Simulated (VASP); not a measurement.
A run of VASP 6.6.1:

INCAR

```
SYSTEM = HfBF
ALGO = Fast
EDIFF = 1E-6
EDIFFG = -0.01
ENCUT = 600
GGA = PE
IBRION = 2
ISIF = 3
ISMEAR = 0
LASPH = .True.
LCHARG = .False.
LREAL = .False.
LWAVE = .False.
NELM = 100
NSW = 100
PREC = Accurate
SIGMA = 0.1
```

File KPOINTS:

```
k-points
0
Gamma
  8 8 10
  0 0 0
```

File POSCAR:

```
HfBF
1.0
    4.4470064272      0.0000000000      0.0000000000
    0.0000000000      4.4470064272      0.0000000000
    0.0000000000      0.0000000000      4.2244259657
Hf B F
2 2 2
Direct
    0.5000000000      0.5000000000      0.0000000000
    0.0000000000      0.0000000000      0.0000000000
    0.5000000000      0.0000000000      0.2552868742
    0.0000000000      0.5000000000      0.7447131258
    0.0000000000      0.5000000000      0.3782523770
    0.5000000000      0.0000000000      0.6217476230
```

Potentials or basis: VASP PAW PBE potentials, release 64 (Hf_pv, B, F).

Run with:

```bash
$ cat potpaw_PBE.64/Hf_pv/POTCAR potpaw_PBE.64/B/POTCAR potpaw_PBE.64/F/POTCAR > POTCAR
$ mpirun -np 1 vasp_std > vasp.out
```

Hardware: 1 thread of Oxide Virtual Turin-like Processor, with other jobs on the host.

Estimate the wall time of this run.

Wall time 49 min on 1 thread of Oxide Virtual Turin-like Processor, on a shared host, peak memory 0.35 GiB. Counts: scf iterations 153, k points 90, ion steps 19.
